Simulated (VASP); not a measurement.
ScZnF2, 4 atoms in the cell. Symmetry: P4/mmm, No. 123, tetragonal system. The conventional cell has a = 4.474 Å, b = 4.474 Å, c = 2.821 Å, α = 90.00°, β = 90.00°, γ = 90.00°. Sc (site symmetry 4/mmm) has 8 F at 2.64 Å and 2 Sc at 2.82 Å and 8 Zn at 3.46 Å within 3.5 Å. Zn (site symmetry 4/mmm) has 4 F at 2.24 Å and 2 Zn at 2.82 Å within 3.0 Å. F (site symmetry mmm) has 2 Zn at 2.24 Å and 4 Sc at 2.64 Å and 2 F at 2.82 Å within 3.0 Å. 

```yaml
Program: VASP 6.6.1
Task: single point
Functional: PBE
Potentials_or_basis: VASP PAW PBE potentials, release 64 (Sc_sv, Zn, F)
Cutoff: 520 eV
k_mesh: 4 × 4 × 6
Occupations: gaussian, width 0.1 eV
Spin: no spin polarisation
Dipole_correction: no
Further_INCAR_settings: ALGO = Normal; EDIFF = 1e-06; NBANDS = 26
```

Potentials or basis: VASP PAW PBE potentials, release 64 (Sc_sv, Zn, F).

Run with:

```sh
$ cat potpaw_PBE.64/Sc_sv/POTCAR potpaw_PBE.64/Zn/POTCAR potpaw_PBE.64/F/POTCAR > POTCAR
$ mpirun -np 1 vasp_std > vasp.out
```

Hardware: 1 thread of Intel(R) Xeon(R) 6975P-C (Granite Rapids), with other jobs on the host.

Task: How long does it take, and how much memory?

Result: It took 14 s on 1 thread of Intel(R) Xeon(R) 6975P-C (Granite Rapids) (shared host), peak memory 0.19 GiB. Counts: scf iterations 14, k points 24.
